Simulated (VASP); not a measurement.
Crystal: ZnAu.

```
CELL_PARAMETERS angstrom
3.10564 0.00000 0.00000
0.00000 3.10564 0.00000
0.00000 0.00000 3.10564
ATOMIC_POSITIONS crystal
Zn 0.50000 0.50000 0.50000
Au 0.00000 0.00000 0.00000
```

```yaml
Program: VASP 6.6.1
Task: relaxation of cell and atoms
Functional: PBEsol
Potentials_or_basis: VASP PAW PBE potentials, release 64 (Zn, Au)
Cutoff: 600 eV
k_mesh: 14 × 14 × 14
Occupations: gaussian, width 0.1 eV
Spin: no spin polarisation
```

At the start: pressure 3.4 GPa; volume 14.98 Å³/atom.

**Question.** How do energy, volume and symmetry change on relaxing?

**Answer.** Over 3 steps the energy falls by 3.7 meV/atom and the volume is 15.33 Å³/atom (+2.3 %); space group Pm-3m (No. 221, to 0.05 Å).

The path:
| step | energy change (eV) | largest force (eV/Å) | pressure (GPa) | volume (Å³) |
| --- | --- | --- | --- | --- |
| 1 | 0.0000 | 0.0000 | 3.43 | 29.95 |
| 2 | -0.0004 | 0.0000 | -3.04 | 31.37 |
| 3 | -0.0074 | 0.0000 | 0.10 | 30.66 |

Final structure:
```yaml
crystal:
  lattice:
    - [3.12972, 0.00000, 0.00000]
    - [0.00000, 3.12972, 0.00000]
    - [0.00000, 0.00000, 3.12972]
  atoms:
    - { symbol: Zn, position: [0.50000, 0.50000, 0.50000] }
    - { symbol: Au, position: [0.00000, 0.00000, 0.00000] }
```

Caveat: the PAW data sets were made with another functional, which shifts forces and pressure a little.
